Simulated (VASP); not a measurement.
# Ge2Te3O: single point with PBE

Ge2Te3O:

```
CELL_PARAMETERS angstrom
3.48981 2.01484 3.34572
-3.48981 2.01484 3.34572
0.00000 -4.02969 3.34572
ATOMIC_POSITIONS crystal
Ge 0.63318 0.63318 0.63318
Ge 0.36682 0.36682 0.36682
Te 0.00000 0.00000 0.50000
Te 0.00000 0.50000 0.00000
Te 0.50000 0.00000 0.00000
O 0.00000 0.00000 0.00000
```

* Program: VASP 6.6.1
* Task: single point
* Functional: PBE
* Potentials or basis: VASP PAW PBE potentials, release 64 (Ge_d, Te, O)
* Cutoff: 600 eV
* k mesh: 6 × 6 × 6
* Occupations: gaussian, width 0.1 eV
* Spin: no spin polarisation

```json
{
 "Pressure": "-0.1 GPa",
 "Largest force": "0.006 eV/Å",
 "Band gap on the k mesh": "zero (bands 26 and 27 overlap by 1.20 eV)"
}
```

Forces on the atoms (eV/Å):
```
Ge   0.000  0.000  0.006
Ge   0.000  0.000 -0.006
Te   0.000  0.000  0.000
Te   0.000  0.000  0.000
Te   0.000  0.000  0.000
O    0.000  0.000  0.000
```

Levels at points of the mesh, in eV from the Fermi level:
| k point | band 22 | band 23 | band 24 | band 25 | band 26 | band 27 | band 28 | band 29 | band 30 | band 31 |
| --- | --- | --- | --- | --- | --- | --- | --- | --- | --- | --- |
| (0.00, 0.00, 0.00) | -2.25 | -2.25 | -1.30 | -1.08 | -0.21 | -0.12 | -0.12 | 1.95 | 2.26 | 2.26 |
| (0.50, 0.00, 0.00) | -2.82 | -2.62 | -1.32 | -1.07 | -1.05 | 0.85 | 0.94 | 1.14 | 1.77 | 2.24 |
| (0.50, 0.50, 0.00) | -2.82 | -2.80 | -2.19 | -2.18 | -0.32 | 0.62 | 0.78 | 1.38 | 1.94 | 2.07 |
| (0.50, 0.50, 0.50) | -2.74 | -0.57 | -0.57 | -0.35 | -0.19 | 0.72 | 0.72 | 0.93 | 2.10 | 2.10 |

Run time: 6.5 min on 1 thread of Intel Xeon 8259CL, with other jobs on the host, peak memory 0.36 GiB.

Caveat: spin-orbit coupling is left out, which moves the levels of the heavy elements.
